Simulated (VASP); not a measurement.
# SnO (P6_3/mmc) in VASP: notebook

SnO is run at these levels: PBE, r2SCAN; tasks: single point, relaxation of cell and atoms.

Everything below comes from runs of VASP 6.6.1. Logs are shortened: lines on timing, memory, paths and dates and some standing lists are left out, and cuts for length are marked.

**1. The cell of the first run**

It takes space group P6_3/mmc (No. 194, hexagonal). The conventional cell has a = 4.175 Å, b = 4.175 Å, c = 5.231 Å, α = 90.00°, β = 90.00°, γ = 120.00°. Within 3.2 Å of Sn (site symmetry -6m2) lie 5 O at 2.41 to 2.62 Å. Within 3.2 Å of O (site symmetry -6m2) lie 5 Sn at 2.41 to 2.62 Å.

**2. Single point, PBE**

INCAR

```
ALGO = Normal ; EDIFF = 1E-6
ENCUT = 520 ; GGA = PE
ISIF = 2 ; ISMEAR = -1
LASPH = True ; LCHARG = False
LREAL = False ; LWAVE = False
NBANDS = 28 ; NELM = 60
PREC = Accurate ; SIGMA = 0.02
```

KPOINTS

```
k-points
0
Gamma
  12 12 6
```

POSCAR

```
SnO
1.0
    4.1745673716      0.0000000000      0.0000000000
   -2.0872836858      3.6152813936      0.0000000000
    0.0000000000      0.0000000000      5.2308963472
Sn O
2 2
Direct
    0.3333333333      0.6666666667      0.2500000000
    0.6666666667      0.3333333333      0.7500000000
    0.6666666667      0.3333333333      0.2500000000
    0.3333333333      0.6666666667      0.7500000000
```

Potentials or basis: VASP PAW PBE potentials, release 64 (Sn_d, O).

Launch:

```console
cat potpaw_PBE.64/Sn_d/POTCAR potpaw_PBE.64/O/POTCAR > POTCAR
mpirun -np 1 vasp_std > vasp.out
```

OUTCAR:

```text
EDIFF = 1E-6
   ENCUT = 520
   GGA = PE
   ISIF = 2
   ISMEAR = -1
   LASPH = True
   LREAL = False
   NELM = 60
   PREC = Accurate

 ion  position               nearest neighbor table
   1  0.333  0.667  0.250-   3 2.41   3 2.41   3 2.41   4 2.62   4 2.62   2 3.56   2 3.56   2 3.56
                             2 3.56   2 3.56   2 3.56
   2  0.667  0.333  0.750-   4 2.41   4 2.41   4 2.41   3 2.62   3 2.62   1 3.56   1 3.56   1 3.56
                             1 3.56   1 3.56   1 3.56
   3  0.667  0.333  0.250-   1 2.41   1 2.41   1 2.41   2 2.62   2 2.62
   4  0.333  0.667  0.750-   2 2.41   2 2.41   2 2.41   1 2.62   1 2.62

  LATTYP: Found a hexagonal cell.
 ALAT       =     4.1745673716
 C/A-ratio  =     1.2530391491

  Lattice vectors:

 A1 = (   4.1745673716,   0.0000000000,   0.0000000000)
 A2 = (  -2.0872836858,   3.6152813936,   0.0000000000)
 A3 = (   0.0000000000,   0.0000000000,   5.2308963472)

Analysis of symmetry for initial positions (statically):
=====================================================================
 Subroutine PRICEL returns:
 Original cell was already a primitive cell.

 Routine SETGRP: Setting up the symmetry group for a
 hexagonal supercell.

 Subroutine GETGRP returns: Found 24 space group operations
 (whereof 12 operations were pure point group operations)
 out of a pool of 24 trial point group operations.

The static configuration has the point symmetry D_3d.
 The point group associated with its full space group is D_6h.

Analysis of symmetry for dynamics (positions and initial velocities):
=====================================================================
 Subroutine PRICEL returns:
 Original cell was already a primitive cell.

 Routine SETGRP: Setting up the symmetry group for a
 hexagonal supercell.

 Subroutine GETGRP returns: Found 24 space group operations
 (whereof 12 operations were pure point group operations)
 out of a pool of 24 trial point group operations.

The dynamic configuration has the point symmetry D_3d.
 The point group associated with its full space group is D_6h.

 Subroutine INISYM returns: Found 24 space group operations
 (whereof 12 operations are pure point group operations),
 and found     1 'primitive' translations

----------------------------------------------------------------------------------------

                                     Primitive cell

  volume of cell :      78.9459

  direct lattice vectors                    reciprocal lattice vectors
     4.174567372  0.000000000  0.000000000     0.239545781  0.138301821  0.000000000
    -2.087283686  3.615281394  0.000000000     0.000000000  0.276603642  0.000000000
     0.000000000  0.000000000  5.230896347     0.000000000  0.000000000  0.191171825

  length of vectors
     4.174567372  4.174567372  5.230896347     0.276603642  0.276603642  0.191171825

  position of ions in fractional coordinates (direct lattice)
     0.333333333  0.666666667  0.250000000
     0.666666667  0.333333333  0.750000000
     0.666666667  0.333333333  0.250000000
     0.333333333  0.666666667  0.750000000

  ion indices of the primitive-cell ions
   primitive index   ion index
                 1           1
                 2           2
                 3           3
                 4           4

----------------------------------------------------------------------------------------

 KPOINTS: k-points

Automatic generation of k-mesh.
 Grid dimensions read from file:
 generate k-points for:   12   12    6

 Generating k-lattice:

  Cartesian coordinates                     Fractional coordinates (reciprocal lattice)
     0.019962148  0.011525152  0.000000000     0.083333333 -0.000000000  0.000000000
     0.000000000  0.023050303  0.000000000     0.000000000  0.083333333  0.000000000
     0.000000000  0.000000000  0.031861971     0.000000000  0.000000000  0.166666667

  Length of vectors
     0.023050303  0.023050303  0.031861971

  Shift w.r.t. Gamma in fractional coordinates (k-lattice)
     0.000000000  0.000000000  0.000000000

 Subroutine IBZKPT returns following result:
 ===========================================

 Found     76 irreducible k-points:

 Following reciprocal coordinates:
            Coordinates               Weight
  0.000000  0.000000  0.000000      1.000000
  0.083333 -0.000000  0.000000      6.000000
  0.166667 -0.000000  0.000000      6.000000
  0.250000 -0.000000  0.000000      6.000000
  0.333333 -0.000000  0.000000      6.000000
  0.416667 -0.000000  0.000000      6.000000
[... 16 lines left out ...]
  0.250000 -0.000000  0.166667     12.000000
  0.333333 -0.000000  0.166667     12.000000
 [... further k-points ...]
   k-points           NKPTS =     76   k-points in BZ     NKDIM =     76   number of bands    NBANDS=     28
   number of dos      NEDOS =    301   number of ions     NIONS =      4
   total plane-waves  NPLWV =  40960
   dimension x,y,z NGX =    32 NGY =   32 NGZ =   40
   dimension x,y,z NGXF=    64 NGYF=   64 NGZF=   80
   ions per type =               2   2
   NGX,Y,Z   is equivalent  to a cutoff of  12.74, 12.74, 12.71 a.u.
   NGXF,Y,Z  is equivalent  to a cutoff of  25.49, 25.49, 25.43 a.u.
 SYSTEM =  unknown system
   PREC   = accura    normal or accurate (medium, high low for compatibility)
   ISTART =      0    job   : 0-new  1-cont  2-samecut
   ICHARG =      2    charge: 1-file 2-atom 10-const
   ISPIN  =      1    spin polarized calculation?
   LNONCOLLINEAR =      F non collinear calculations
   LSORBIT =      F    spin-orbit coupling
   LASPH  =      T    aspherical Exc in radial PAW
   ENCUT  =  520.0 eV  38.22 Ry    6.18 a.u.   7.76  7.76  9.73*2*pi/ulx,y,z
   NELM   =     60;   NELMIN=  2; NELMDL= -5     # of ELM steps
   EDIFF  = 0.1E-05   stopping-criterion for ELM
   LREAL  =      F    real-space projection
   EDIFFG = 0.1E-04   stopping-criterion for IOM
   NSW    =      0    number of steps for IOM
   IBRION =     -1    ionic relax: 0-MD 1-quasi-New 2-CG
   NFREE  =      0    steps in history (QN), initial steepest desc. (CG)
   ISIF   =      2    stress and relaxation
   ISYM   =      2    0-nonsym 1-usesym 2-fastsym
   POTIM  = 0.5000    time-step for ionic-motion
   TEBEG  =    0.0;   TEEND  =   0.0 temperature during run
   PSTRESS=    0.0 pullay stress
   NELECT =      40.0000    total number of electrons
   NUPDOWN=      -1.0000    fix difference up-down
   EMIN   =  10.00;   EMAX   =-10.00  energy-range for DOS
   EFERMI =   0.00;   METHOD = LEGACY
   ISMEAR =    -1;   SIGMA  =   0.02  broadening in eV -4-tet -1-fermi 0-gaus
   EFERMI_NEDOS =   21; number of points for ismear=-14 and -15
   IALGO  =     38    algorithm
   IMIX   =      4    mixing-type and parameters
     AMIX     =   0.40;   BMIX     =  1.00
     AMIX_MAG =   1.60;   BMIX_MAG =  1.00
  volume/ion in A,a.u.               =      19.74       133.19
  Fermi-wavevector in a.u.,A,eV,Ry     =   1.305123  2.466326 23.175446  1.703347
  Thomas-Fermi vector in A             =   2.436014
   LORBIT       =      0    0 simple, 1 ext, 2 COOP (PROOUT), +10 PAW based schemes
   GGA     = PE    functional components
   LHFCALC =     F    Hartree Fock is set to
   AEXX    =    0.0000 exact exchange contribution
   IVDW    =     0    specifies the selected vdW correction
   LEPSILON=     F    determine dielectric tensor
   LRPA    =     F    only Hartree local field effects (RPA)
 non-spin polarized calculation
  energy-cutoff  :      520.00
  volume of cell :       78.95
 maximum number of plane-waves:      2149
 NGX is ok and might be reduce to    32
   NGX = 15   NGY = 15   NGZ = 19

 number of electron      39.9999995 magnetization

 Free energy of the ion-electron system (eV)
  ---------------------------------------------------
  ext. energy  EPLUGINS =         0.00000000
  ---------------------------------------------------
  free energy    TOTEN  =       -20.93649281 eV

  energy without entropy =      -20.93649279  energy(sigma->0) =      -20.93649280

 E-fermi :   6.4539     XC(G=0):  -9.6670

 val. band max:        6.2137108612   @ k =   0.3333   0.3333   0.5000
 cond. band min:       6.6944141245   @ k =   0.3333   0.3333   0.5000
 fundamental gap:      0.4807032633
 Fermi energy:         6.4539381783

 k-point     1 :       0.0000    0.0000    0.0000
  band No.  band energies     occupation
      1     -15.7470      2.00000
      2     -15.6056      2.00000
      3     -15.6056      2.00000
      4     -15.5553      2.00000
      5     -15.5553      2.00000
      6     -15.5527      2.00000
[... 20 lines left out ...]
     27      13.1281      0.00000
     28      15.7225      0.00000

 k-point     2 :       0.0833   -0.0000    0.0000
  band No.  band energies     occupation
      1     -15.7459      2.00000
      2     -15.6067      2.00000
      3     -15.6054      2.00000
      4     -15.5619      2.00000
      5     -15.5549      2.00000
      6     -15.5508      2.00000
[... 20 lines left out ...]
     27      13.3644      0.00000
     28      15.4089      0.00000

 k-point     3 :       0.1667   -0.0000    0.0000
  band No.  band energies     occupation
      1     -15.7427      2.00000
      2     -15.6096      2.00000
      3     -15.6049      2.00000
      4     -15.5766      2.00000
      5     -15.5524      2.00000
      6     -15.5472      2.00000
[... 20 lines left out ...]
     27      14.4726      0.00000
     28      14.9086      0.00000

 k-point     4 :       0.2500   -0.0000    0.0000
  band No.  band energies     occupation
      1     -15.7378      2.00000
      2     -15.6132      2.00000
      3     -15.6040      2.00000
      4     -15.5962      2.00000
      5     -15.5480      2.00000
      6     -15.5426      2.00000
[... 20 lines left out ...]
     27      14.4780      0.00000
     28      14.6006      0.00000

 k-point     5 :       0.3333   -0.0000    0.0000
  band No.  band energies     occupation
      1     -15.7321      2.00000
      2     -15.6167      2.00000
      3     -15.6165      2.00000
      4     -15.6030      2.00000
      5     -15.5443      2.00000
      6     -15.5432      2.00000
[... 20 lines left out ...]
     27      14.1618      0.00000
     28      14.1976      0.00000

 k-point     6 :       0.4167   -0.0000    0.0000
  band No.  band energies     occupation
      1     -15.7267      2.00000
      2     -15.6326      2.00000
      3     -15.6191      2.00000
      4     -15.6021      2.00000
      5     -15.5484      2.00000
      6     -15.5397      2.00000
[... 463 lines left out ...]
      5     -15.5609      2.00000
      6     -15.5567      2.00000
[... 20 lines left out ...]
     27      13.4481      0.00000
     28      15.6954      0.00000

 k-point    22 :       0.1667   -0.0000    0.1667
  band No.  band energies     occupation
      1     -15.7252      2.00000
      2     -15.6081      2.00000
      3     -15.6063      2.00000
      4     -15.5702      2.00000
      5     -15.5572      2.00000
      6     -15.5563      2.00000
[... 20 lines left out ...]
     27      14.3409      0.00000
     28      15.2998      0.00000

 k-point    23 :       0.2500   -0.0000    0.1667
  band No.  band energies     occupation
      1     -15.7214      2.00000
      2     -15.6101      2.00000
      3     -15.6053      2.00000
      4     -15.5892      2.00000
      5     -15.5520      2.00000
      6     -15.5509      2.00000
[... 20 lines left out ...]
     27      14.2603      0.00000
     28      14.9993      0.00000

 k-point    24 :       0.3333   -0.0000    0.1667
  band No.  band energies     occupation
      1     -15.7167      2.00000
      2     -15.6122      2.00000
      3     -15.6104      2.00000
      4     -15.6019      2.00000
      5     -15.5490      2.00000
      6     -15.5471      2.00000
[... 20 lines left out ...]
     27      13.8180      0.00000
     28      14.8412      0.00000

 [... further k-points ...]

------------------------ aborting loop because EDIFF is reached ----------------------------------------

  FORCE on cell =-STRESS in cart. coord.  units (eV):
  Direction    XX          YY          ZZ          XY          YZ          ZX
  --------------------------------------------------------------------------------------
  -------------------------------------------------------------------------------------
  Total       -0.0035556     -0.0035556      0.0007273      0.0000000      0.0000000      0.0000000
  in kB       -0.0721603     -0.0721603      0.0147609      0.0000000      0.0000000      0.0000000
  external PRESSURE =      -0.0431866 kB  Pullay stress =       0.0000000 kB

 VOLUME and BASIS-vectors are now :
 -----------------------------------------------------------------------------
  energy-cutoff  :      520.00
  volume of cell :       78.95
      direct lattice vectors                 reciprocal lattice vectors
     4.174567372  0.000000000  0.000000000     0.239545781  0.138301821  0.000000000
    -2.087283686  3.615281394  0.000000000     0.000000000  0.276603642  0.000000000
     0.000000000  0.000000000  5.230896347     0.000000000  0.000000000  0.191171825

 POSITION                                       TOTAL-FORCE (eV/Angst)
 -----------------------------------------------------------------------------------
     -0.00000      2.41019      1.30772        -0.000000      0.000000      0.000000
      2.08728      1.20509      3.92317        -0.000000     -0.000000      0.000000
      2.08728      1.20509      1.30772         0.000000      0.000000      0.000000
     -0.00000      2.41019      3.92317         0.000000      0.000000      0.000000
 -----------------------------------------------------------------------------------
    total drift:                                0.000000     -0.000000      0.000000

  FREE ENERGIE OF THE ION-ELECTRON SYSTEM (eV)
  ---------------------------------------------------
  free  energy   TOTEN  =       -20.9364928146 eV

  energy  without entropy=      -20.9364927852  energy(sigma->0) =      -20.93649280
```

Wall time 3.1 min (1 thread of Intel Xeon Platinum 8259CL at 2.50GHz (Skylake/Cascade Lake), shared host); peak memory 0.28 GiB.

What came out:

* Free energy: -20.9365 eV
* Pressure: 0.0 GPa
* Band gap on the k mesh: 0.48 eV, direct

Caveat: spin-orbit coupling is left out, which moves the levels of the heavy elements. As with any semilocal functional, this PBE gap is likely too small.

**3. Relaxation of cell and atoms, PBE**

This run uses another cell than the first one, of 9.88 Å³/atom, 0.500 times its volume.

INCAR

```
ALGO = Normal
EDIFF = 1E-6
EDIFFG = -0.005
ENCUT = 600
GGA = PE
IBRION = 2
ISIF = 3
ISMEAR = -1
LASPH = True
LCHARG = False
LREAL = False
LWAVE = False
NELM = 60
NSW = 80
PREC = Accurate
SIGMA = 0.02
```

KPOINTS is that of step 2.

POSCAR

```
SnO
1.0
    3.3170069925      0.0000000000      0.0000000000
   -1.6585034962      2.8726123200      0.0000000000
    0.0000000000      0.0000000000      4.1460384000
Sn O
2 2
Direct
    0.3333333333      0.6666666667      0.2500000000
    0.6666666667      0.3333333333      0.7500000000
    0.6666666667      0.3333333333      0.2500000000
    0.3333333333      0.6666666667      0.7500000000
```

Potentials or basis: VASP PAW PBE potentials, release 64 (Sn_d, O).

Launch:

```console
cat potpaw_PBE.64/Sn_d/POTCAR potpaw_PBE.64/O/POTCAR > POTCAR
mpirun -np 1 vasp_std > vasp.out
```

Wall time 4.8 min (1 thread of Intel Xeon 6975P-C (Granite Rapids), shared host); peak memory 0.23 GiB.

It converged, with:

* Free energy: -20.6640 eV
* Relaxed volume: 18.90 Å³/atom
* Relaxed cell: a = 4.120 Å, b = 4.120 Å, c = 5.142 Å, α = 90.00°, β = 90.00°, γ = 120.00°
* Space group after relaxing (to 0.05 Å): P6_3/mmc (No. 194)
* Energy gained by relaxing: 3349.5 meV/atom
* Ionic steps: 11
* Pressure after relaxing: 0.0 GPa
* Band gap on the k mesh: 0.39 eV, direct

The path:
```tsv
step	energy change (eV)	largest force (eV/Å)	pressure (GPa)	volume (Å³)
1	0.0000	0.0000	196.26	39.51
2	-0.9075	0.0000	-35.81	156.90
3	-13.2464	0.0000	-7.52	81.73
4	-13.3748	0.0000	-3.12	77.91
5	-13.3979	0.0000	0.03	75.56
6	-13.3947	0.0000	-1.18	76.44
7	-13.3968	0.0000	0.72	75.07
8	-13.3979	0.0000	0.02	75.57
9	-13.3979	0.0000	-0.02	75.59
10	-13.3980	0.0000	-0.02	75.59
11	-13.3980	0.0000	-0.03	75.60
```

Final structure:
```
CELL_PARAMETERS angstrom
4.12023 0.00000 0.00000
-2.06012 3.56823 0.00000
0.00000 0.00000 5.14195
ATOMIC_POSITIONS crystal
Sn 0.33333 0.66667 0.25000
Sn 0.66667 0.33333 0.75000
O 0.66667 0.33333 0.25000
O 0.33333 0.66667 0.75000
```

Levels at points of the mesh, in eV from the valence-band top:
| k point | band 16 | band 17 | band 18 | band 19 | band 20 | band 21 | band 22 | band 23 | band 24 |
| --- | --- | --- | --- | --- | --- | --- | --- | --- | --- |
| (0.00, 0.00, 0.00) | -4.83 | -4.56 | -3.95 | -3.95 | -3.72 | 3.11 | 3.12 | 3.12 | 3.97 |
| (0.50, 0.00, 0.00) | -5.57 | -4.61 | -4.29 | -1.90 | -1.85 | 0.92 | 3.30 | 3.39 | 3.84 |
| (0.00, 0.00, 0.50) | -4.35 | -4.35 | -4.35 | -2.15 | -2.15 | 2.61 | 2.61 | 3.18 | 3.18 |
| (0.50, 0.00, 0.50) | -4.96 | -3.99 | -3.99 | -1.10 | -1.10 | 0.77 | 0.77 | 3.24 | 3.24 |

Caveat: the volume moved by over 15 % at a fixed basis, so the end points are rough; spin-orbit coupling is left out, which moves the levels of the heavy elements.

[end of part 1 of 2]
